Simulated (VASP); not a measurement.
BiIr: single point with PBE

Crystal: BiIr.

```
CELL_PARAMETERS angstrom
0.00000 3.06748 3.06748
3.06748 0.00000 3.06748
3.06748 3.06748 0.00000
ATOMIC_POSITIONS crystal
Ir 0.00000 0.00000 0.00000
Bi 0.25000 0.25000 0.25000
```

```json
{
  "Program": "VASP 6.6.1",
  "Task": "single point",
  "Functional": "PBE",
  "Potentials or basis": "VASP PAW PBE potentials, release 64 (Ir, Bi_d)",
  "Cutoff": "500 eV",
  "k mesh": "15 × 15 × 15",
  "Occupations": "gaussian, width 0.05 eV",
  "Spin": "no spin polarisation"
}
```

```yaml
Pressure: 0.0 GPa
Band_gap_on_the_k_mesh: zero (bands 12 and 13 overlap by 2.88 eV)
```

Levels at points of the mesh, in eV from the Fermi level:
| k point | band 9 | band 10 | band 11 | band 12 | band 13 | band 14 | band 15 | band 16 |
| --- | --- | --- | --- | --- | --- | --- | --- | --- |
| (0.00, 0.00, 0.00) | -3.37 | -1.53 | -1.53 | 2.24 | 4.81 | 4.81 | 4.81 | 6.70 |

Run time: 30 s on 1 thread of Intel(R) Xeon(R) 6975P-C (Granite Rapids) (shared host), peak memory 0.26 GiB.

Caveat: spin-orbit coupling is left out, which moves the levels of the heavy elements.
